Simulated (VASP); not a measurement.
Runs of VASP 6.6.1 on B32HN32 (a cell with a defect). The cell holds a defect, 65 atoms: a = 7.212 Å, b = 7.212 Å, c = 7.212 Å, α = 90.00°, β = 90.00°, γ = 90.00°. 

```tsv
level	cutoff (eV)	grid for exact exchange (PRECFOCK)	share of exact exchange	screening parameter	gap on the mesh (eV)	pressure (GPa)	moment (μB)	largest force (eV/Å)
r2SCAN	520	-	-	-	2.25	5.3	1.00	0.12
HSE06	520	Fast	0.25	0.2079 1/Å	2.96	(a)	1.00	0.09
r2SCAN	580	-	-	-	2.25	5.3	1.00	0.06
PBEsol	520	-	-	-	1.23	3.3	1.00	0.11
```

Alike in all rows: task single point; potentials or basis VASP PAW PBE potentials, release 64 (B, N, H); spin collinear; cell as given; k mesh 1 × 1 × 1, shifted; smearing fermi-dirac 0.05 eV.

Q: Fill in the values left out.

A: (a) -0.6.

Caveats: the PAW data sets were made with another functional, which shifts forces and pressure a little.

A k mesh can miss the band edges.
